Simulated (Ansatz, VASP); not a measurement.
# SrC8: VASP beside Ansatz

```
CELL_PARAMETERS angstrom
0.01182 0.01139 4.89954
4.99375 -0.00025 0.01251
-2.49710 4.32467 0.00391
ATOMIC_POSITIONS crystal
Sr 0.49988 0.99993 0.99997
C 0.99984 0.16727 0.33451
C 0.00018 0.83277 0.16719
C 0.99975 0.33447 0.16728
C 0.00028 0.66553 0.83272
C 0.99985 0.16725 0.83280
C 0.00020 0.83279 0.66553
C 0.99992 0.33333 0.66667
C 0.00010 0.66667 0.33332
```

Change from the starting cell: cell x1, atoms moved at random (sigma 0.15 Å) and cell strained at random (1.5 %), then relaxed without symmetry.

Alike in both runs: functional PBE; k mesh 4 × 6 × 6; occupations gaussian, width 0.2 eV; no spin polarisation.

Ansatz relaxed the structure, and its values are those at the end. VASP's run is a single point on that final structure, the one shown.

|  | VASP | Ansatz |
| --- | --- | --- |
| version | VASP 6.6.1 | Ansatz 0.2.0 |
| potentials or method | VASP PAW PBE potentials, release 64 (Sr_sv, C), cutoff 520 eV | scalar-relativistic, plane waves, PAW |
| valence electrons in the cell | 42 | 42 |

Ansatz gave:

- gap on the k mesh at the Fermi level (eV): none
- pressure (GPa): 0.1
- rms of the force components (eV/Å): 0.006

Question: What did VASP give for the same quantities?

Answer: gap on the k mesh at the Fermi level (eV): none; pressure (GPa): 0.5; rms of the force components (eV/Å): 0.004.

A gap of «none» marks a metal or a gap that the smearing closes.
